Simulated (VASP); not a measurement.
# Pt (I4/mmm) in VASP: further runs, part 2 of 2

VASP 6.6.1.

**4. Single point, PBEsol**

INCAR

```
ALGO = Fast ; EDIFF = 1E-6
ENCUT = 520 ; GGA = PS
ISIF = 2 ; ISMEAR = 0
LASPH = T ; LCHARG = F
LREAL = F ; LWAVE = F
NBANDS = 11 ; NELM = 80
PREC = Accurate ; SIGMA = 0.15
```

KPOINTS

```
k-points
0
Gamma
  24 24 24
```

POSCAR

```
Pt
1.0
   -1.6288692172      1.6288692172      1.4985596798
    1.6288692172     -1.6288692172      1.4985596798
    1.6288692172      1.6288692172     -1.4985596798
Pt
1
Direct
    0.0000000000      0.0000000000      0.0000000000
```

Potentials or basis: VASP PAW PBE potentials, release 64 (Pt).

Command:

```bash
> cat potpaw_PBE.64/Pt/POTCAR > POTCAR
> mpirun -np 1 vasp_std > vasp.out
```

OUTCAR:

```text
EDIFF = 1E-6
   ENCUT = 520
   GGA = PS
   ISIF = 2
   ISMEAR = 0
   LASPH = T
   LREAL = F
   NELM = 80
   PREC = Accurate

 ion  position               nearest neighbor table
   1  0.000  0.000  0.000-

  LATTYP: Found a body centered tetragonal cell.
 ALAT       =     3.2577384344
 C/A-ratio  =     0.9200000000

  Lattice vectors:

 A1 = (  -1.6288692172,   1.6288692172,   1.4985596798)
 A2 = (   1.6288692172,  -1.6288692172,   1.4985596798)
 A3 = (   1.6288692172,   1.6288692172,  -1.4985596798)

Analysis of symmetry for initial positions (statically):
=====================================================================
 Subroutine PRICEL returns:
 Original cell was already a primitive cell.

 Routine SETGRP: Setting up the symmetry group for a
 body centered tetragonal supercell.

 Subroutine GETGRP returns: Found 16 space group operations
 (whereof 16 operations were pure point group operations)
 out of a pool of 16 trial point group operations.

The static configuration has the point symmetry D_4h.

Analysis of symmetry for dynamics (positions and initial velocities):
=====================================================================
 Subroutine PRICEL returns:
 Original cell was already a primitive cell.

 Routine SETGRP: Setting up the symmetry group for a
 body centered tetragonal supercell.

 Subroutine GETGRP returns: Found 16 space group operations
 (whereof 16 operations were pure point group operations)
 out of a pool of 16 trial point group operations.

The dynamic configuration has the point symmetry D_4h.

 Subroutine INISYM returns: Found 16 space group operations
 (whereof 16 operations are pure point group operations),
 and found     1 'primitive' translations

----------------------------------------------------------------------------------------

                                     Primitive cell

  volume of cell :      15.9040

[... 113 lines left out ...]
   AEXX    =    0.0000 exact exchange contribution
   IVDW    =     0    specifies the selected vdW correction
   LEPSILON=     F    determine dielectric tensor
   LRPA    =     F    only Hartree local field effects (RPA)
 non-spin polarized calculation
 RMM-DIIS sequential band-by-band and
 Gauss-broadening in eV      SIGMA  =   0.15
  energy-cutoff  :      520.00
  volume of cell :       15.90
 maximum number of plane-waves:       442
   NGX = 11   NGY = 11   NGZ = 11

 number of electron      10.0000000 magnetization

 number of electron       9.9999998 magnetization

 Free energy of the ion-electron system (eV)
  ---------------------------------------------------
  ext. energy  EPLUGINS =         0.00000000
  ---------------------------------------------------
  free energy    TOTEN  =        -6.85176270 eV

  energy without entropy =       -6.83692702  energy(sigma->0) =       -6.84434486

 E-fermi :   9.9445     XC(G=0): -13.3087

 val. band max:        9.9441558928   @ k =  -0.4167  -0.4167   0.2500
 cond. band min:       9.9476342732   @ k =  -0.2917   0.3333   0.2083
 fundamental gap:      0.0034783804
 Fermi energy:         9.9445271692

 k-point     1 :       0.0000    0.0000    0.0000
  band No.  band energies     occupation
      1       0.4042      2.00000
      2       6.0083      2.00000
      3       6.7375      2.00000
      4       6.7375      2.00000
      5       8.3610      2.00000
      6       9.3407      2.00000
      7      26.4653      0.00000
      8      26.4653      0.00000
      9      28.1943      0.00000
     10      36.1225      0.00000
     11      36.5415      0.00000
[... 309 lines left out ...]
 k-point    24 :       0.4583    0.0417   -0.0000
  band No.  band energies     occupation
      1       3.4489      2.00000
      2       4.8329      2.00000
      3       8.6985      2.00000
      4       9.4822      1.99999
      5      10.1179      0.10219
      6      11.2957      0.00000
      7      16.4517      0.00000
      8      22.8800      0.00000
      9      24.8956      0.00000
     10      33.7172      0.00000
     11      34.1056      0.00000

 [... further k-points ...]

------------------------ aborting loop because EDIFF is reached ----------------------------------------

  FORCE on cell =-STRESS in cart. coord.  units (eV):
  Direction    XX          YY          ZZ          XY          YZ          ZX
  --------------------------------------------------------------------------------------
  -------------------------------------------------------------------------------------
  Total       -0.8857492     -0.8857492     -1.6971639      0.0000000     -0.0000000     -0.0000000
  in kB      -89.2308216    -89.2308216   -170.9731450      0.0000000     -0.0000000     -0.0000000
  external PRESSURE =    -116.4782627 kB  Pullay stress =       0.0000000 kB

 VOLUME and BASIS-vectors are now :
 -----------------------------------------------------------------------------
  energy-cutoff  :      520.00
  volume of cell :       15.90
      direct lattice vectors                 reciprocal lattice vectors
    -1.628869217  1.628869217  1.498559680     0.000000000  0.306961415  0.333653712
     1.628869217 -1.628869217  1.498559680     0.306961415  0.000000000  0.333653712
     1.628869217  1.628869217 -1.498559680     0.306961415  0.306961415  0.000000000

 POSITION                                       TOTAL-FORCE (eV/Angst)
 -----------------------------------------------------------------------------------
      0.00000      0.00000      0.00000         0.000000      0.000000     -0.000000
 -----------------------------------------------------------------------------------
    total drift:                                0.000000     -0.000000      0.000000

  FREE ENERGIE OF THE ION-ELECTRON SYSTEM (eV)
  ---------------------------------------------------
  free  energy   TOTEN  =        -6.8517626978 eV

  energy  without entropy=       -6.8369270162  energy(sigma->0) =       -6.84434486
```

OSZICAR:

```text
N       E                     dE             d eps       ncg     rms          rms(c)
DAV:   1     0.384938281997E+02    0.38494E+02   -0.53110E+03 23874   0.839E+02
DAV:   2    -0.669418094182E+01   -0.45188E+02   -0.43328E+02 26578   0.174E+02
DAV:   3    -0.729933646809E+01   -0.60516E+00   -0.60199E+00 27358   0.192E+01
DAV:   4    -0.730171715203E+01   -0.23807E-02   -0.23805E-02 27094   0.141E+00
DAV:   5    -0.730173662395E+01   -0.19472E-04   -0.19471E-04 27620   0.119E-01    0.111E+01
RMM:   6    -0.689110750596E+01    0.41063E+00   -0.42673E-01 23450   0.546E+00    0.565E+00
RMM:   7    -0.685540540826E+01    0.35702E-01   -0.63400E-02 24671   0.227E+00    0.240E+00
RMM:   8    -0.685216019278E+01    0.32452E-02   -0.80416E-03 25331   0.798E-01    0.641E-01
RMM:   9    -0.685174596048E+01    0.41423E-03   -0.10430E-03 27138   0.277E-01    0.380E-02
RMM:  10    -0.685176162584E+01   -0.15665E-04   -0.14517E-04 27228   0.923E-02    0.417E-02
RMM:  11    -0.685176215695E+01   -0.53111E-06   -0.14812E-05 27433   0.274E-02    0.156E-02
RMM:  12    -0.685176269779E+01   -0.54083E-06   -0.47248E-06 23845   0.157E-02
   1 F= -.68517627E+01 E0= -.68443449E+01  d E =-.148357E-01
```

Run time: 3.1 min. Hardware: 1 thread of Intel Xeon 8259CL, shared host; peak memory 0.29 GiB.

What came out:

| Quantity | Value |
| --- | --- |
| Free energy | -6.8518 eV |
| Pressure | -11.6 GPa |
| Band gap on the k mesh | zero (bands 5 and 6 overlap by 2.11 eV) |

Stress tensor (GPa, compression positive):
```
 -8.92   0.00   0.00
  0.00  -8.92   0.00
  0.00   0.00 -17.10
```

Caveat: the stress differs along the axes, from -17 to -9 GPa; the PAW data sets were made with another functional, which shifts forces and pressure a little; spin-orbit coupling is left out, which moves the levels of the heavy elements.

**5. Single point, PBEsol**

INCAR

```
PREC = Accurate ; ENCUT = 520
EDIFF = 1E-7 ; ISMEAR = 0
SIGMA = 0.15 ; LREAL = False
LASPH = True ; NELM = 100
ALGO = Fast ; ISIF = 2
LWAVE = False ; LCHARG = False
GGA = PS ; NBANDS = 11
```

KPOINTS

```
regular mesh
0
Gamma
  24 24 24
```

POSCAR

```
Pt
1.0
   -1.5346803414      1.5346803414      1.6881483755
    1.5346803414     -1.5346803414      1.6881483755
    1.5346803414      1.5346803414     -1.6881483755
Pt
1
Direct
    0.0000000000      0.0000000000      0.0000000000
```

Command:

```bash
> cat potpaw_PBE.64/Pt/POTCAR > POTCAR
> mpirun -np 1 vasp_std > vasp.out
```

It took 3.6 min on 1 thread of Intel Xeon 8259CL, shared host; peak memory 0.29 GiB.

It converged, with:

```yaml
Free_energy: -6.8516 eV
Pressure: -11.8 GPa
Band_gap_on_the_k_mesh: zero (bands 5 and 6 overlap by 2.03 eV)
```

Stress tensor (GPa, compression positive):
```
-13.70   0.00   0.00
  0.00 -13.70   0.00
  0.00   0.00  -7.87
```

Levels at points of the mesh, in eV from the Fermi level:
```
           k point  band 1  band 2  band 3  band 4  band 5  band 6  band 7  band 8  band 9  band 10
(0.00, 0.00, 0.00)   -9.54   -3.68   -3.68   -2.93   -1.56   -0.66   16.02   17.68   17.68    24.68
(0.50, 0.00, 0.00)   -6.60   -4.58   -1.78   -0.56    0.01    0.87    5.92   13.59   16.49    22.67
(0.50, 0.50, 0.00)   -6.51   -5.40   -0.56   -0.38    0.62    1.07    6.73   12.52   14.26    22.67
(0.50, 0.50, 0.50)   -6.11   -6.02    0.32    0.57    0.57    5.75    8.53    8.53   12.16    18.22
```

Caveat: the stress differs along the axes, from -14 to -8 GPa; the PAW data sets were made with another functional, which shifts forces and pressure a little; spin-orbit coupling is left out, which moves the levels of the heavy elements.

**6. Single point, PBEsol**

This run uses another cell than the first one, of the same volume but with other edges.

INCAR

```
PREC = Accurate
ENCUT = 520
EDIFF = 1E-7
ISMEAR = 0
SIGMA = 0.15
LREAL = F
LASPH = T
NELM = 80
ALGO = Fast
ISIF = 2
LWAVE = F
LCHARG = F
GGA = PS
NBANDS = 11
```

KPOINTS is that of step 5.

POSCAR

```
Pt
1.0
   -1.8288483979      1.8288483979      1.1887514586
    1.8288483979     -1.8288483979      1.1887514586
    1.8288483979      1.8288483979     -1.1887514586
Pt
1
Direct
    0.0000000000      0.0000000000      0.0000000000
```

Potentials or basis: VASP PAW PBE potentials, release 64 (Pt).

Command:

```bash
> cat potpaw_PBE.64/Pt/POTCAR > POTCAR
> mpirun -np 1 vasp_std > vasp.out
```

Run time: 3.8 min. Hardware: 1 thread of Intel Xeon 8259CL, shared host; peak memory 0.31 GiB.

It converged, with:

```yaml
Free_energy: -6.3790 eV
Pressure: 12.9 GPa
Band_gap_on_the_k_mesh: zero (bands 5 and 6 overlap by 2.20 eV)
```

Stress tensor (GPa, compression positive):
```
-18.11   0.00   0.00
  0.00 -18.11   0.00
  0.00   0.00  74.82
```

Levels at points of the mesh, in eV from the Fermi level:
| k point | band 3 | band 4 | band 5 | band 6 | band 7 | band 8 |
| --- | --- | --- | --- | --- | --- | --- |
| (0.00, 0.00, 0.00) | -5.33 | -0.93 | -0.93 | -0.37 | 13.82 | 13.82 |
| (0.50, 0.00, 0.00) | -1.53 | -0.30 | 0.89 | 2.09 | 9.67 | 12.69 |
| (0.50, 0.50, 0.00) | -2.06 | -1.37 | -1.27 | 0.89 | 3.65 | 16.66 |
| (0.50, 0.50, 0.50) | 0.70 | 0.70 | 0.70 | 3.69 | 3.69 | 9.03 |

Caveat: the stress differs along the axes, from -18 to 75 GPa; the PAW data sets were made with another functional, which shifts forces and pressure a little; spin-orbit coupling is left out, which moves the levels of the heavy elements.

**7. The runs side by side**

```tsv
cell	further INCAR settings	gap on the mesh (eV)	pressure (GPa)
a = 2.780 Å, angles 103.5, 103.5, 122.2°, 1 atom	ALGO = Fast; EDIFF = 1e-06; NBANDS = 11	none	-10.4
a = 2.788 Å, angles 117.3, 117.3, 94.8°, 1 atom	ALGO = Fast; EDIFF = 1e-07; NBANDS = 11	none	-13.6
a = 2.748 Å, angles 107.3, 107.3, 113.9°, 1 atom	ALGO = Fast; EDIFF = 1e-06; NBANDS = 11	none	-11.6
a = 2.750 Å, angles 112.1, 112.1, 104.2°, 1 atom	ALGO = Fast; EDIFF = 1e-07; NBANDS = 11	none	-11.8
a = 2.846 Å, angles 100.0, 100.0, 130.6°, 1 atom	ALGO = Fast; EDIFF = 1e-07; NBANDS = 11	none	12.9
```

Alike in all rows: task single point; level PBEsol; potentials or basis VASP PAW PBE potentials, release 64 (Pt); no spin polarisation; k mesh 24 × 24 × 24; cutoff (eV) 520; smearing gaussian 0.15 eV.

Caveats: the PAW data sets were made with another functional, which shifts forces and pressure a little; spin-orbit coupling is left out, which moves the levels of the heavy elements; the stress differs along the axes, from -13 to -6 GPa (at least some runs); the cell stands under tension (at least some runs); the stress differs along the axes, from -17 to -9 GPa (at least some runs); the stress differs along the axes, from -14 to -8 GPa (at least some runs); the stress differs along the axes, from -18 to 75 GPa (at least some runs).

Absolute energies hang on the potentials; compare differences alone.
